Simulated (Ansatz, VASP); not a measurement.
**One calculation of WSe, two programs**

File INCAR:

```
ALGO     = Normal         # electronic algorithm
EDIFF    = 1E-7           # SCF threshold, eV
ENCUT    = 520            # plane-wave cutoff, eV
GGA      = PE             # functional
ISIF     = 2              # what is computed and relaxed
ISMEAR   = 0              # smearing method
ISPIN    = 2              # spin polarisation
LASPH    = T              # aspherical terms in the spheres
LCHARG   = T              # write CHGCAR
LDAU     = T              # DFT+U
LDAUJ    = 0 0          
LDAUL    = 2 -1           # shell
LDAUPRINT= 1            
LDAUTYPE = 2            
LDAUU    = 6.2 0          # U, eV
LELF     = T              # ELF
LMAXMIX  = 4              # l up to which the mixer works
LORBIT   = 11             # projections on sites
LREAL    = F              # projectors in reciprocal space
LVHAR    = T            
LWAVE    = F              # write WAVECAR
MAGMOM   = 1 0            # initial moments
NBANDS   = 21             # bands
NELM     = 150            # most SCF steps
PREC     = Accurate       # precision mode
SIGMA    = 0.1            # smearing width, eV
```

File KPOINTS:

```
k-points
0
Gamma
  12 12 12
```

File POSCAR:

```
WSe
1.0
    0.0000000000      2.7923052720      2.7923052720
    2.7923052720      0.0000000000      2.7923052720
    2.7923052720      2.7923052720      0.0000000000
W Se
1 1
Direct
    0.0000000000      0.0000000000      0.0000000000
    0.5000000000      0.5000000000      0.5000000000
```

Input for Ansatz:

```yaml
crystal:
  lattice:
    - [0.0, 2.7923052696, 2.7923052696]
    - [2.7923052696, 0.0, 2.7923052696]
    - [2.7923052696, 2.7923052696, 0.0]
  atoms:
    - { symbol: W, position: [0.0, 0.0, 0.0], spin: 1.0 }
    - { symbol: Se, position: [0.5, 0.5, 0.5] }
basis:
  ecutwfc: 420
kpoints:
  mp_grid: { grid: [12, 12, 12] }
hamiltonian:
  xc: pbe
  hubbard: { sites: [{ species: W, l: d, u_eff: 6.2 }] }
scf:
  occupations: { method: gaussian, width: 0.1 }
output:
  forces: true
  stress: true
  eigenvalues: true
  populations: true
magnetization:
  spin_polarized: true
```

Alike in both runs: task single point; functional PBE; k mesh 12 × 12 × 12; occupations gaussian, width 0.1 eV; collinear spin; Hubbard terms W d U = 6.2 eV.

|  | VASP | Ansatz |
| --- | --- | --- |
| version | VASP 6.6.1 | Ansatz 0.2.0 |
| potentials or method | VASP PAW PBE potentials, release 64 (W_sv, Se), cutoff 520 eV | scalar-relativistic, plane waves, PAW |
| valence electrons in the cell | 20 | 30 |

|  | VASP | Ansatz | Ansatz less VASP |
| --- | --- | --- | --- |
| gap on the k mesh at the Fermi level (eV) | none | none | - |
| pressure (GPa) | 2.4 | 7.2 | +4.78 |
| net moment per atom (μB) | 1.87 | 2.00 | +0.129 |
| size of the moment on the site where the two differ most (μB) | 0.05 | 0.17 | +0.121 |

The net moments are unlike, so the other rows may belong to different states. Site moments also hang on the region over which each program counts them. The programs project onto different local orbitals, so the same U acts differently, and such runs can settle in different states. A gap of «none» marks a metal or a gap that the smearing closes. VASP's potentials hold 20 valence electrons a cell and Ansatz's 30, so a difference there can come from the potentials and not from the codes. Ansatz's warnings: filled band counts differ across k points.

Neither program's run includes spin-orbit coupling.
